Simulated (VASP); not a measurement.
# Mg (a cell with a defect) in VASP: a series of runs

Mg (a cell with a defect) is run at these levels: PBEsol; tasks: single point.

Program: VASP 6.6.1. These are calculated values, not measurements. Logs are shortened: lines on timing, memory, paths and dates and some standing lists are left out, and cuts for length are marked.

## 1. The cell of the first run

The cell holds a defect, 7 atoms: a = 6.348 Å, b = 6.348 Å, c = 6.348 Å, α = 60.00°, β = 60.00°, γ = 60.00°.

## 2. Single point, PBEsol

The input, INCAR:

```
SYSTEM = Mg
PREC     = Accurate       ! precision mode
ENCUT    = 520            ! plane-wave cutoff, eV
EDIFF    = 1E-6           ! SCF threshold, eV
ISMEAR   = 0              ! smearing method
SIGMA    = 0.1            ! smearing width, eV
LREAL    = .FALSE.        ! projectors in reciprocal space
LASPH    = .TRUE.         ! aspherical terms in the spheres
NELM     = 120            ! most SCF steps
ALGO     = Normal         ! electronic algorithm
ISIF     = 2              ! what is computed and relaxed
LWAVE    = .FALSE.        ! write WAVECAR
LCHARG   = .TRUE.         ! write CHGCAR
GGA      = PS             ! functional
LELF     = .TRUE.         ! ELF
LVHAR    = .TRUE.       
NBANDS   = 16             ! bands
GGA_COMPAT= .FALSE.
```

The input, KPOINTS:

```
Automatic mesh
0
G
  2 2 2
  0 0 0
```

The input, POSCAR:

```
Mg
1.0
    0.0000000000      4.4885120000      4.4885120000
    4.4885120000      0.0000000000      4.4885120000
    4.4885120000      4.4885120000      0.0000000000
Mg
7
Direct
    0.0000000000      0.0000000000      0.4281995904
    0.0120673622      0.5262629352     -0.0232570393
   -0.0120673622      0.4737370648      0.5150732581
    0.5262629352      0.0120673622     -0.0232570393
    0.4737370648     -0.0120673622      0.5150732581
    0.5000000000      0.5000000000      0.0143089737
    0.5000000000      0.5000000000      0.4905258135
```

Potentials or basis: VASP PAW PBE potentials, release 64 (Mg).

Run with:

```sh
> cat potpaw_PBE.64/Mg/POTCAR > POTCAR
> mpirun -np 1 vasp_std > vasp.out
```

OUTCAR:

```text
SYSTEM = Mg
   PREC = Accurate
   ENCUT = 520
   EDIFF = 1E-6
   ISMEAR = 0
   LREAL = .FALSE.
   LASPH = .TRUE.
   NELM = 120
   ISIF = 2
   GGA = PS

 ion  position               nearest neighbor table
   1  0.000  0.000  0.428-   4 3.14   2 3.14   3 3.14   5 3.14   7 3.20   7 3.20   2 3.28   4 3.28
                             3 3.28   5 3.28
   2  0.012  0.526  0.977-   4 3.08   7 3.10   1 3.14   6 3.14   3 3.19   3 3.19   6 3.22   7 3.26
                             4 3.26   1 3.28
   3  0.988  0.474  0.515-   5 3.08   7 3.10   1 3.14   6 3.14   2 3.19   2 3.19   6 3.22   7 3.26
                             5 3.26   1 3.28
   4  0.526  0.012  0.977-   2 3.08   7 3.10   1 3.14   6 3.14   5 3.19   5 3.19   6 3.22   7 3.26
                             2 3.26   1 3.28
   5  0.474  0.988  0.515-   3 3.08   7 3.10   1 3.14   6 3.14   4 3.19   4 3.19   6 3.22   7 3.26
                             3 3.26   1 3.28
   6  0.500  0.500  0.014-   7 3.02   3 3.14   4 3.14   5 3.14   2 3.14   4 3.22   2 3.22   5 3.22
                             3 3.22   7 3.32
   7  0.500  0.500  0.491-   6 3.02   3 3.10   4 3.10   5 3.10   2 3.10   1 3.20   1 3.20   4 3.26
                             5 3.26   2 3.26   3 3.26   6 3.32

  LATTYP: Found a face centered cubic cell.
 ALAT       =     8.9770240000

  Lattice vectors:

 A1 = (   0.0000000000,   4.4885120000,   4.4885120000)
 A2 = (   4.4885120000,   0.0000000000,   4.4885120000)
 A3 = (   4.4885120000,   4.4885120000,   0.0000000000)

Analysis of symmetry for initial positions (statically):
=====================================================================
 Subroutine PRICEL returns:
 Original cell was already a primitive cell.

 Routine SETGRP: Setting up the symmetry group for a
 face centered cubic supercell.

 Subroutine GETGRP returns: Found  4 space group operations
 (whereof  4 operations were pure point group operations)
 out of a pool of 48 trial point group operations.

The static configuration has the point symmetry C_2v.

Analysis of symmetry for dynamics (positions and initial velocities):
=====================================================================
 Subroutine PRICEL returns:
 Original cell was already a primitive cell.

 Routine SETGRP: Setting up the symmetry group for a
 face centered cubic supercell.

 Subroutine GETGRP returns: Found  4 space group operations
 (whereof  4 operations were pure point group operations)
 out of a pool of 48 trial point group operations.

The dynamic configuration has the point symmetry C_2v.

 Subroutine INISYM returns: Found  4 space group operations
 (whereof  4 operations are pure point group operations),
 and found     1 'primitive' translations

----------------------------------------------------------------------------------------

                                     Primitive cell

  volume of cell :     180.8578

  direct lattice vectors                    reciprocal lattice vectors
     0.000000000  4.488512000  4.488512000    -0.111395491  0.111395491  0.111395491
     4.488512000  0.000000000  4.488512000     0.111395491 -0.111395491  0.111395491
     4.488512000  4.488512000  0.000000000     0.111395491  0.111395491 -0.111395491

  length of vectors
     6.347714545  6.347714545  6.347714545     0.192942651  0.192942651  0.192942651

  position of ions in fractional coordinates (direct lattice)
     0.000000000  0.000000000  0.428199590
     0.012067362  0.526262935  0.976742961
     0.987932638  0.473737065  0.515073258
     0.526262935  0.012067362  0.976742961
     0.473737065  0.987932638  0.515073258
     0.500000000  0.500000000  0.014308974
     0.500000000  0.500000000  0.490525813

  ion indices of the primitive-cell ions
   primitive index   ion index
                 1           1
                 2           2
                 3           3
                 4           4
                 5           5
                 6           6
                 7           7

----------------------------------------------------------------------------------------

 KPOINTS: Automatic mesh

Automatic generation of k-mesh.
 Grid dimensions read from file:
 generate k-points for:    2    2    2

 Generating k-lattice:

  Cartesian coordinates                     Fractional coordinates (reciprocal lattice)
    -0.055697746  0.055697746  0.055697746     0.500000000  0.000000000  0.000000000
     0.055697746 -0.055697746  0.055697746     0.000000000  0.500000000  0.000000000
     0.055697746  0.055697746 -0.055697746     0.000000000  0.000000000  0.500000000

  Length of vectors
     0.096471325  0.096471325  0.096471325

  Shift w.r.t. Gamma in fractional coordinates (k-lattice)
     0.000000000  0.000000000  0.000000000

 Subroutine IBZKPT returns following result:
 ===========================================

 Found      5 irreducible k-points:

 Following reciprocal coordinates:
            Coordinates               Weight
  0.000000  0.000000  0.000000      1.000000
  0.500000  0.000000  0.000000      2.000000
  0.000000  0.000000  0.500000      2.000000
  0.500000  0.500000  0.000000      1.000000
  0.000000  0.500000  0.500000      2.000000
   k-points           NKPTS =      5   k-points in BZ     NKDIM =      5   number of bands    NBANDS=     16
   number of dos      NEDOS =    301   number of ions     NIONS =      7
   total plane-waves  NPLWV = 110592
   dimension x,y,z NGX =    48 NGY =   48 NGZ =   48
   dimension x,y,z NGXF=    96 NGYF=   96 NGZF=   96
   ions per type =               7
   NGX,Y,Z   is equivalent  to a cutoff of  12.57, 12.57, 12.57 a.u.
   NGXF,Y,Z  is equivalent  to a cutoff of  25.14, 25.14, 25.14 a.u.
 SYSTEM =  Mg
   PREC   = accura    normal or accurate (medium, high low for compatibility)
   ISTART =      0    job   : 0-new  1-cont  2-samecut
   ICHARG =      2    charge: 1-file 2-atom 10-const
   ISPIN  =      1    spin polarized calculation?
   LNONCOLLINEAR =      F non collinear calculations
   LSORBIT =      F    spin-orbit coupling
   LASPH  =      T    aspherical Exc in radial PAW
   ENCUT  =  520.0 eV  38.22 Ry    6.18 a.u.  11.80 11.80 11.80*2*pi/ulx,y,z
   NELM   =    120;   NELMIN=  2; NELMDL= -5     # of ELM steps
   EDIFF  = 0.1E-05   stopping-criterion for ELM
   LREAL  =      F    real-space projection
   EDIFFG = 0.1E-04   stopping-criterion for IOM
   NSW    =      0    number of steps for IOM
   IBRION =     -1    ionic relax: 0-MD 1-quasi-New 2-CG
   NFREE  =      0    steps in history (QN), initial steepest desc. (CG)
   ISIF   =      2    stress and relaxation
   ISYM   =      2    0-nonsym 1-usesym 2-fastsym
   POTIM  = 0.5000    time-step for ionic-motion
   TEBEG  =    0.0;   TEEND  =   0.0 temperature during run
   PSTRESS=    0.0 pullay stress
   NELECT =      14.0000    total number of electrons
   NUPDOWN=      -1.0000    fix difference up-down
   EMIN   =  10.00;   EMAX   =-10.00  energy-range for DOS
   EFERMI =   0.00;   METHOD = LEGACY
   ISMEAR =     0;   SIGMA  =   0.10  broadening in eV -4-tet -1-fermi 0-gaus
   EFERMI_NEDOS =   21; number of points for ismear=-14 and -15
   IALGO  =     38    algorithm
   IMIX   =      4    mixing-type and parameters
     AMIX     =   0.40;   BMIX     =  1.00
     AMIX_MAG =   1.60;   BMIX_MAG =  1.00
  volume/ion in A,a.u.               =      25.84       174.36
  Fermi-wavevector in a.u.,A,eV,Ry     =   0.697705  1.318471  6.623209  0.486792
  Thomas-Fermi vector in A             =   1.781106
   LORBIT       =      0    0 simple, 1 ext, 2 COOP (PROOUT), +10 PAW based schemes
   GGA     = PS    functional components
   LHFCALC =     F    Hartree Fock is set to
   AEXX    =    0.0000 exact exchange contribution
   IVDW    =     0    specifies the selected vdW correction
   LEPSILON=     F    determine dielectric tensor
   LRPA    =     F    only Hartree local field effects (RPA)
 non-spin polarized calculation
 Gauss-broadening in eV      SIGMA  =   0.10
  energy-cutoff  :      520.00
  volume of cell :      180.86
 maximum number of plane-waves:      4909
 NGX is ok and might be reduce to    48
   NGX = 23   NGY = 23   NGZ = 23

 number of electron      14.0000000 magnetization

 Free energy of the ion-electron system (eV)
  ---------------------------------------------------
  ext. energy  EPLUGINS =         0.00000000
  ---------------------------------------------------
  free energy    TOTEN  =       -12.16310159 eV

  energy without entropy =      -12.13426720  energy(sigma->0) =      -12.14868439

 E-fermi :   1.1417     XC(G=0):  -8.1071

 val. band max:        1.1362379057   @ k =   0.5000   0.0000   0.0000
 cond. band min:       1.1459565727   @ k =   0.0000   0.0000   0.5000
 fundamental gap:      0.0097186670
 Fermi energy:         1.1417047523

 k-point     1 :       0.0000    0.0000    0.0000
  band No.  band energies     occupation
      1      -4.5651      2.00000
      2       0.2920      2.00000
      3       0.6766      2.00000
      4       0.7364      2.00000
      5       0.7413      2.00000
      6       0.9340      1.99668
[... 8 lines left out ...]
     15       4.0980      0.00000
     16       8.6992      0.00000

 k-point     2 :       0.5000    0.0000    0.0000
  band No.  band energies     occupation
      1      -3.4084      2.00000
      2      -2.9452      2.00000
      3       0.0547      2.00000
      4       0.1314      2.00000
      5       0.1656      2.00000
      6       0.7944      2.00000
[... 8 lines left out ...]
     15       7.0848      0.00000
     16       7.1044      0.00000

 k-point     3 :       0.0000    0.0000    0.5000
  band No.  band energies     occupation
      1      -3.3914      2.00000
      2      -2.9678      2.00000
      3       0.0273      2.00000
      4       0.1556      2.00000
      5       0.1615      2.00000
      6       0.7949      2.00000
[... 8 lines left out ...]
     15       7.0842      0.00000
     16       7.0997      0.00000

 k-point     4 :       0.5000    0.5000    0.0000
  band No.  band energies     occupation
      1      -2.8667      2.00000
      2      -2.6819      2.00000
      3      -1.2041      2.00000
      4      -0.9168      2.00000
      5      -0.8924      2.00000
      6      -0.0800      2.00000
[... 8 lines left out ...]
     15       5.7077      0.00000
     16       6.0068      0.00000

 k-point     5 :       0.0000    0.5000    0.5000
  band No.  band energies     occupation
      1      -2.8732      2.00000
      2      -2.6769      2.00000
      3      -1.2044      2.00000
      4      -0.9034      2.00000
      5      -0.8885      2.00000
      6      -0.0975      2.00000
[... 8 lines left out ...]
     15       5.6676      0.00000
     16       5.8518      0.00000

------------------------ aborting loop because EDIFF is reached ----------------------------------------

  FORCE on cell =-STRESS in cart. coord.  units (eV):
  Direction    XX          YY          ZZ          XY          YZ          ZX
  --------------------------------------------------------------------------------------
  -------------------------------------------------------------------------------------
  Total       -1.4782906     -1.4782906     -1.6476974     -0.1565593      0.0000000      0.0000000
  in kB      -13.0958359    -13.0958359    -14.5965719     -1.3869232      0.0000000      0.0000000
  external PRESSURE =     -13.5960812 kB  Pullay stress =       0.0000000 kB

 VOLUME and BASIS-vectors are now :
 -----------------------------------------------------------------------------
  energy-cutoff  :      520.00
  volume of cell :      180.86
      direct lattice vectors                 reciprocal lattice vectors
     0.000000000  4.488512000  4.488512000    -0.111395491  0.111395491  0.111395491
     4.488512000  0.000000000  4.488512000     0.111395491 -0.111395491  0.111395491
     4.488512000  4.488512000  0.000000000     0.111395491  0.111395491 -0.111395491

 POSITION                                       TOTAL-FORCE (eV/Angst)
 -----------------------------------------------------------------------------------
      1.92198      1.92198      0.00000         0.060649      0.060649     -0.000000
      6.74626      4.43829      2.41630        -0.007209     -0.009560     -0.000167
      4.43829      6.74626      6.56072        -0.009560     -0.007209      0.000167
      4.43829      6.74626      2.41630        -0.009560     -0.007209     -0.000167
      6.74626      4.43829      6.56072        -0.007209     -0.009560      0.000167
      2.30848      2.30848      4.48851        -0.014996     -0.014996      0.000000
      4.44599      4.44599      4.48851        -0.012115     -0.012115     -0.000000
 -----------------------------------------------------------------------------------
    total drift:                               -0.000008     -0.000008      0.000000

  FREE ENERGIE OF THE ION-ELECTRON SYSTEM (eV)
  ---------------------------------------------------
  free  energy   TOTEN  =       -12.1631015884 eV

  energy  without entropy=      -12.1342671968  energy(sigma->0) =      -12.14868439
```

It took 29 s on 1 thread of Intel Xeon 6975P-C (Granite Rapids), shared host; peak memory 0.29 GiB.

Results:

- Free energy: -12.1631 eV
- Pressure: -1.4 GPa
- Largest force: 0.086 eV/Å
- Band gap on the k mesh: zero (bands 7 and 8 overlap by 2.71 eV)

Forces in eV/Å, atoms in the order of the input:
```
Mg   0.061  0.061  0.000
Mg  -0.007 -0.010  0.000
Mg  -0.010 -0.007  0.000
Mg  -0.010 -0.007  0.000
Mg  -0.007 -0.010  0.000
Mg  -0.015 -0.015  0.000
Mg  -0.012 -0.012  0.000
```

Stress tensor (GPa, compression positive):
```
-1.31 -0.14  0.00
-0.14 -1.31  0.00
 0.00  0.00 -1.46
```

Levels at points of the mesh, in eV from the Fermi level:
```csv
k point,band 4,band 5,band 6,band 7,band 8,band 9,band 10,band 11
"(0.00, 0.00, 0.00)",-0.41,-0.40,-0.21,-0.19,-0.17,0.52,1.41,1.41
"(0.50, 0.00, 0.00)",-1.01,-0.98,-0.35,-0.34,-0.01,2.75,2.78,2.91
"(0.00, 0.00, 0.50)",-0.99,-0.98,-0.35,-0.33,0.00,2.72,2.74,2.98
"(0.50, 0.50, 0.00)",-2.06,-2.03,-1.22,2.49,2.57,3.08,3.15,3.15
"(0.00, 0.50, 0.50)",-2.05,-2.03,-1.24,2.54,2.55,3.02,3.13,3.16
```

Caveat: the k points lie up to 0.61 Å⁻¹ apart, too coarse for converged energies and pressures of a metal; the PAW data sets were made with another functional, which shifts forces and pressure a little.

(Part 1 of 2 ends here.)
